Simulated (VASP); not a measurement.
The system is Mg2Ti3O3.

```
CELL_PARAMETERS angstrom
4.87716 0.00000 0.00000
0.00000 4.87716 0.00000
0.00000 0.00000 4.87716
ATOMIC_POSITIONS crystal
Mg 0.50000 0.50000 0.50000
Mg 0.00000 0.00000 0.00000
Ti 0.50000 0.00000 0.00000
Ti 0.00000 0.50000 0.00000
Ti 0.00000 0.00000 0.50000
O 0.00000 0.50000 0.50000
O 0.50000 0.00000 0.50000
O 0.50000 0.50000 0.00000
```

The cell was generated, and may not be a known phase.

- Program: VASP 6.6.1
- Task: relaxation of cell and atoms
- Functional: PBE
- Potentials or basis: VASP PAW PBE potentials, release 64 (Mg, Ti_sv, O)
- Cutoff: 600 eV
- k mesh: 3 × 3 × 3
- Occupations: gaussian, width 0.2 eV
- Spin: collinear spin
- Starting moments: [0.0, 0.0, 1.0, 1.0, 1.0, 0.0, 0.0, 0.0] μB

At the start: pressure -13.6 GPa; volume 14.50 Å³/atom.

Task: How do energy, volume and symmetry change on relaxing?

Result: Over 3 steps the energy falls by 105.0 meV/atom and the volume is 12.34 Å³/atom (-14.9 %); space group Pm-3m (No. 221, to 0.1 Å) before and after; moment 0.00 μB per cell.

Step by step:
```tsv
step	energy change (eV)	largest force (eV/Å)	pressure (GPa)	volume (Å³)
1	0.0000	0.0000	-13.63	116.01
2	-0.8197	0.0000	2.89	96.51
3	-0.8400	0.0000	0.08	98.74
```

Final structure:
```cif
data_structure
_symmetry_space_group_name_H-M 'P 1'
_symmetry_Int_Tables_number 1
_cell_length_a 4.6221
_cell_length_b 4.6221
_cell_length_c 4.6221
_cell_angle_alpha 90.000
_cell_angle_beta 90.000
_cell_angle_gamma 90.000
_cell_volume 98.74
loop_
_atom_site_label
_atom_site_type_symbol
_atom_site_fract_x
_atom_site_fract_y
_atom_site_fract_z
_atom_site_occupancy
Mg1 Mg 0.50000 0.50000 0.50000 1
Mg2 Mg 0.00000 0.00000 0.00000 1
Ti1 Ti 0.50000 0.00000 0.00000 1
Ti2 Ti 0.00000 0.50000 0.00000 1
Ti3 Ti 0.00000 0.00000 0.50000 1
O1 O 0.00000 0.50000 0.50000 1
O2 O 0.50000 0.00000 0.50000 1
O3 O 0.50000 0.50000 0.00000 1
```

Caveat: the k points lie up to 0.45 Å⁻¹ apart in the final cell.
